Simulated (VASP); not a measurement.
Write the native input for VASP 6.6.1 that does the following.

| Property | Result |
| --- | --- |
| Task | relaxation of cell and atoms |
| Functional | PBE |
| Dispersion | D3(BJ) |
| Potentials or basis | VASP PAW PBE potentials, release 64 (Sr_sv, C) |
| Cutoff | 600 eV |
| k mesh | 6 × 6 × 4 |
| Occupations | gaussian, width 0.1 eV |
| Spin | no spin polarisation |
| Dipole correction | no |
| Further INCAR settings | ALGO = Normal; EDIFF = 1e-07; IBRION = 2; EDIFFG = -0.04; NSW = 90; ISIF = 3 |

The structure of SrC8 lies in POSCAR:

```
SrC8
1.0
    4.9120360200      0.0000000000      0.0000000000
   -2.4560180100      4.2539479800      0.0000000000
    0.0000000000      0.0000000000      3.9221041200
Sr C
1 8
Direct
    0.0000000000      0.0000000000      0.5000000000
    0.3333333300      0.6666666700      0.0000000000
    0.3333333300      0.1666666700      0.0000000000
    0.8333333300      0.6666666700      0.0000000000
    0.8333333300      0.1666666700      0.0000000000
    0.1666666700      0.8333333300      0.0000000000
    0.1666666700      0.3333333300      0.0000000000
    0.6666666700      0.8333333300      0.0000000000
    0.6666666700      0.3333333300      0.0000000000
```

One way to write it, as run:

INCAR

```
SYSTEM = SrC8
PREC = Accurate ; ENCUT = 600
EDIFF = 1E-7 ; ISMEAR = 0
SIGMA = 0.1 ; LREAL = .False.
LASPH = .True. ; NELM = 60
ALGO = Normal ; ISIF = 3
LWAVE = .False. ; LCHARG = .False.
GGA = PE ; IVDW = 12
IBRION = 2 ; NSW = 90
EDIFFG = -0.04
```

KPOINTS

```
regular mesh
0
Gamma
  6 6 4
  0 0 0
```

Potentials or basis: VASP PAW PBE potentials, release 64 (Sr_sv, C).

Launch:

```sh
$ cat potpaw_PBE.64/Sr_sv/POTCAR potpaw_PBE.64/C/POTCAR > POTCAR
$ mpirun -np 1 vasp_std > vasp.out
```

Results of the run:

```yaml
Relaxed_volume: 11.46 Å³/atom
Relaxed_cell: a = 4.985 Å, b = 4.985 Å, c = 4.794 Å, α = 90.00°, β = 90.00°, γ = 120.00°
Space_group_after_relaxing_to_0.1_Å: P6/mmm (No. 191)
Energy_gained_by_relaxing: 283.0 meV/atom
Ionic_steps: 9
Pressure_after_relaxing: 0.4 GPa
Largest_force_after_relaxing: 0.023 eV/Å
Band_gap_on_the_k_mesh: zero (bands 21 and 22 overlap by 1.64 eV)
Dispersion_energy_per_atom: -0.147 eV
```

Caveat: the k points lie up to 0.33 Å⁻¹ apart in the final cell, too coarse for converged energies and pressures of a metal; the volume moved by over 15 % at a fixed basis, so the end points are rough.

Wall time 5.2 min on 1 thread of Intel(R) Xeon(R) Platinum 8559C (Emerald Rapids) (shared host), peak memory 0.26 GiB.
